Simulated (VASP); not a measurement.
# CuAu (P4/mmm) in VASP: further runs

CuAu is run at these levels: RPBE, PBE; tasks: single point.

Program: VASP 6.6.1. These are calculated values, not measurements. Logs are shortened: lines on timing, memory, paths and dates and some standing lists are left out, and cuts for length are marked.

**1. The cell of the first run**

The structure is tetragonal, space group P4/mmm (No. 123). The conventional cell has a = 2.811 Å, b = 2.811 Å, c = 3.685 Å, α = 90.00°, β = 90.00°, γ = 90.00°. Au (site symmetry 4/mmm) has 8 Cu at 2.71 Å and 4 Au at 2.81 Å within 3.6 Å. Cu (site symmetry 4/mmm) has 8 Au at 2.71 Å and 4 Cu at 2.81 Å within 3.6 Å.

**2. Single point, RPBE**

File INCAR:

```
SYSTEM = CuAu
PREC = Accurate
ENCUT = 520
EDIFF = 1E-7
ISMEAR = 0
SIGMA = 0.05
LREAL = .FALSE.
LASPH = .TRUE.
NELM = 80
ALGO = Normal
ISIF = 2
LWAVE = .FALSE.
LCHARG = .FALSE.
GGA = RP
NBANDS = 18
```

File KPOINTS:

```
regular mesh
0
G
  9 9 7
  0 0 0
```

File POSCAR:

```
CuAu
1.0
    2.8107494552      0.0000000000      0.0000000000
    0.0000000000      2.8107494552      0.0000000000
    0.0000000000      0.0000000000      3.6850000000
Au Cu
1 1
Direct
    0.0000000000      0.0000000000      0.0000000000
    0.5000000000      0.5000000000      0.5000000000
```

Potentials or basis: VASP PAW PBE potentials, release 64 (Au, Cu).

Started as:

```
> cat potpaw_PBE.64/Au/POTCAR potpaw_PBE.64/Cu/POTCAR > POTCAR
> mpirun -np 1 vasp_std > vasp.out
```

OUTCAR:

```text
SYSTEM = CuAu
   PREC = Accurate
   ENCUT = 520
   EDIFF = 1E-7
   ISMEAR = 0
   LREAL = .FALSE.
   LASPH = .TRUE.
   NELM = 80
   ISIF = 2
   GGA = RP

 ion  position               nearest neighbor table
   1  0.000  0.000  0.000-   2 2.71   2 2.71   2 2.71   2 2.71   2 2.71   2 2.71   2 2.71   2 2.71

   2  0.500  0.500  0.500-   1 2.71   1 2.71   1 2.71   1 2.71   1 2.71   1 2.71   1 2.71   1 2.71

  LATTYP: Found a simple tetragonal cell.
 ALAT       =     2.8107494552
 C/A-ratio  =     1.3110382333

  Lattice vectors:

 A1 = (   2.8107494552,   0.0000000000,   0.0000000000)
 A2 = (   0.0000000000,   2.8107494552,   0.0000000000)
 A3 = (   0.0000000000,   0.0000000000,   3.6850000000)

Analysis of symmetry for initial positions (statically):
=====================================================================
 Subroutine PRICEL returns:
 Original cell was already a primitive cell.

 Routine SETGRP: Setting up the symmetry group for a
 simple tetragonal supercell.

 Subroutine GETGRP returns: Found 16 space group operations
 (whereof 16 operations were pure point group operations)
 out of a pool of 16 trial point group operations.

The static configuration has the point symmetry D_4h.

Analysis of symmetry for dynamics (positions and initial velocities):
=====================================================================
 Subroutine PRICEL returns:
 Original cell was already a primitive cell.

 Routine SETGRP: Setting up the symmetry group for a
 simple tetragonal supercell.

 Subroutine GETGRP returns: Found 16 space group operations
 (whereof 16 operations were pure point group operations)
 out of a pool of 16 trial point group operations.

The dynamic configuration has the point symmetry D_4h.

 Subroutine INISYM returns: Found 16 space group operations
 (whereof 16 operations are pure point group operations),
 and found     1 'primitive' translations

----------------------------------------------------------------------------------------

                                     Primitive cell

  volume of cell :      29.1127

  direct lattice vectors                    reciprocal lattice vectors
     2.810749455  0.000000000  0.000000000     0.355776997  0.000000000  0.000000000
     0.000000000  2.810749455  0.000000000     0.000000000  0.355776997  0.000000000
     0.000000000  0.000000000  3.685000000     0.000000000  0.000000000  0.271370421

  length of vectors
     2.810749455  2.810749455  3.685000000     0.355776997  0.355776997  0.271370421

  position of ions in fractional coordinates (direct lattice)
     0.000000000  0.000000000  0.000000000
     0.500000000  0.500000000  0.500000000

  ion indices of the primitive-cell ions
[... 73 lines left out ...]
   ENCUT  =  520.0 eV  38.22 Ry    6.18 a.u.   5.23  5.23  6.85*2*pi/ulx,y,z
   NELM   =     80;   NELMIN=  2; NELMDL= -5     # of ELM steps
   EDIFF  = 0.1E-06   stopping-criterion for ELM
   LREAL  =      F    real-space projection
   EDIFFG = 0.1E-05   stopping-criterion for IOM
   NSW    =      0    number of steps for IOM
   IBRION =     -1    ionic relax: 0-MD 1-quasi-New 2-CG
   NFREE  =      0    steps in history (QN), initial steepest desc. (CG)
   ISIF   =      2    stress and relaxation
   ISYM   =      2    0-nonsym 1-usesym 2-fastsym
   POTIM  = 0.5000    time-step for ionic-motion
   TEBEG  =    0.0;   TEEND  =   0.0 temperature during run
   PSTRESS=    0.0 pullay stress
   NELECT =      22.0000    total number of electrons
   NUPDOWN=      -1.0000    fix difference up-down
   EMIN   =  10.00;   EMAX   =-10.00  energy-range for DOS
   EFERMI =   0.00;   METHOD = LEGACY
   ISMEAR =     0;   SIGMA  =   0.05  broadening in eV -4-tet -1-fermi 0-gaus
   EFERMI_NEDOS =   21; number of points for ismear=-14 and -15
   IALGO  =     38    algorithm
   IMIX   =      4    mixing-type and parameters
     AMIX     =   0.40;   BMIX     =  1.00
     AMIX_MAG =   1.60;   BMIX_MAG =  1.00
  volume/ion in A,a.u.               =      14.56        98.23
  Fermi-wavevector in a.u.,A,eV,Ry     =   1.491152  2.817868 30.253005  2.223533
  Thomas-Fermi vector in A             =   2.603843
   LORBIT       =      0    0 simple, 1 ext, 2 COOP (PROOUT), +10 PAW based schemes
   GGA     = RP    functional components
   LHFCALC =     F    Hartree Fock is set to
   AEXX    =    0.0000 exact exchange contribution
   IVDW    =     0    specifies the selected vdW correction
   LEPSILON=     F    determine dielectric tensor
   LRPA    =     F    only Hartree local field effects (RPA)
 non-spin polarized calculation
 Gauss-broadening in eV      SIGMA  =   0.05
  energy-cutoff  :      520.00
  volume of cell :       29.11
 maximum number of plane-waves:       797
 NGX is ok and might be reduce to    24
   NGX = 11   NGY = 11   NGZ = 13

 number of electron      22.0000010 magnetization

 Free energy of the ion-electron system (eV)
  ---------------------------------------------------
  ext. energy  EPLUGINS =         0.00000000
  ---------------------------------------------------
  free energy    TOTEN  =        -5.97483655 eV

  energy without entropy =       -5.97404790  energy(sigma->0) =       -5.97444223

 E-fermi :   8.8341     XC(G=0): -12.5582

 val. band max:        8.7778232500   @ k =   0.1111   0.1111   0.2857
 cond. band min:       8.8549237482   @ k =   0.3333   0.1111   0.4286
 fundamental gap:      0.0771004982
 Fermi energy:         8.8341377542

 k-point     1 :       0.0000    0.0000    0.0000
  band No.  band energies     occupation
      1      -0.8876      2.00000
      2       2.2466      2.00000
      3       2.3997      2.00000
      4       4.7870      2.00000
      5       4.7870      2.00000
      6       5.8409      2.00000
[... 481 lines left out ...]
      5       4.7960      2.00000
      6       5.4023      2.00000
[... 10 lines left out ...]
     17      23.8845      0.00000
     18      24.5707      0.00000

 [... further k-points ...]
[... 5 lines left out ...]
  --------------------------------------------------------------------------------------
  -------------------------------------------------------------------------------------
  Total        1.6451075      1.6451075      1.5285612      0.0000000     -0.0000000      0.0000000
  in kB       90.5363761     90.5363761     84.1224020      0.0000000     -0.0000000      0.0000000
  external PRESSURE =      88.3983847 kB  Pullay stress =       0.0000000 kB

 VOLUME and BASIS-vectors are now :
 -----------------------------------------------------------------------------
  energy-cutoff  :      520.00
  volume of cell :       29.11
      direct lattice vectors                 reciprocal lattice vectors
     2.810749455  0.000000000  0.000000000     0.355776997  0.000000000  0.000000000
     0.000000000  2.810749455  0.000000000     0.000000000  0.355776997  0.000000000
     0.000000000  0.000000000  3.685000000     0.000000000  0.000000000  0.271370421

 POSITION                                       TOTAL-FORCE (eV/Angst)
 -----------------------------------------------------------------------------------
      0.00000      0.00000      0.00000         0.000000      0.000000      0.000000
      1.40537      1.40537      1.84250         0.000000      0.000000      0.000000
 -----------------------------------------------------------------------------------
    total drift:                                0.000000      0.000000     -0.000000

  FREE ENERGIE OF THE ION-ELECTRON SYSTEM (eV)
  ---------------------------------------------------
  free  energy   TOTEN  =        -5.9748365480 eV

  energy  without entropy=       -5.9740479050  energy(sigma->0) =       -5.97444223
```

stdout:

```text
POSCAR found type information on POSCAR AuCu
 POSCAR found :  2 types and       2 ions
 scaLAPACK will be used
 -----------------------------------------------------------------------------
|                                                                             |
|                                                                             |
|     You enforced a specific xc type in the INCAR file but a different       |
|     I HOPE YOU KNOW WHAT YOU ARE DOING!                                     |
|                                                                             |
 -----------------------------------------------------------------------------

 LDA part: xc-table for (Slater+PW92), standard interpolation
 POSCAR, INCAR and KPOINTS ok, starting setup
 FFT: planning ... GRIDC
 FFT: planning ... GRID_SOFT
 FFT: planning ... GRID
 WAVECAR not read
 entering main loop
```

Run time: 20 s. Hardware: 1 thread of AMD EPYC 9R45 (Zen 5), shared host; peak memory 0.13 GiB.

What came out:

```
Free energy            : -5.9748 eV
Pressure               : 8.8 GPa
Band gap on the k mesh : zero (band 11 reaches 12.33 eV, above the bottom of band 12 at 6.91 eV)
```

Levels at points of the mesh, in eV from the Fermi level:
```
           k point  band 9  band 10  band 11  band 12  band 13  band 14
(0.00, 0.00, 0.00)   -1.67    -1.45    -1.45     2.15     8.09    10.09
```

Caveat: the PAW data sets were made with another functional, which shifts forces and pressure a little; spin-orbit coupling is left out, which moves the levels of the heavy elements.

**3. Single point, PBE**

File INCAR:

```
ALGO = Fast
EDIFF = 1E-6
ENCUT = 520
GGA = PE
ISIF = 2
ISMEAR = 0
LASPH = True
LCHARG = True
LELF = True
LREAL = False
LVHAR = True
LWAVE = False
NBANDS = 18
NELM = 100
PREC = Accurate
SIGMA = 0.02
```

File KPOINTS:

```
k-points
0
Gamma
  9 9 7
```

POSCAR is that of step 2.

Potentials or basis: VASP PAW PBE potentials, release 64 (Au, Cu).

Started as:

```
> cat potpaw_PBE.64/Au/POTCAR potpaw_PBE.64/Cu/POTCAR > POTCAR
> mpirun -np 1 vasp_std > vasp.out
```

Wall time 25 s (1 thread of AMD EPYC 9R45 (Zen 5), shared host); peak memory 0.13 GiB.

It converged, with:

```
Free energy            : -7.0641 eV
Pressure               : 4.5 GPa
Band gap on the k mesh : zero (band 11 reaches 12.19 eV, above the bottom of band 12 at 6.77 eV)
```

Stress tensor (GPa, compression positive):
```
4.69 0.00 0.00
0.00 4.69 0.00
0.00 0.00 4.10
```

Levels at points of the mesh, in eV from the Fermi level:
```
           k point  band 8  band 9  band 10  band 11  band 12  band 13  band 14  band 15
(0.00, 0.00, 0.00)   -2.12   -1.68    -1.45    -1.45     2.13     8.05    10.05    10.05
```

Caveat: spin-orbit coupling is left out, which moves the levels of the heavy elements.
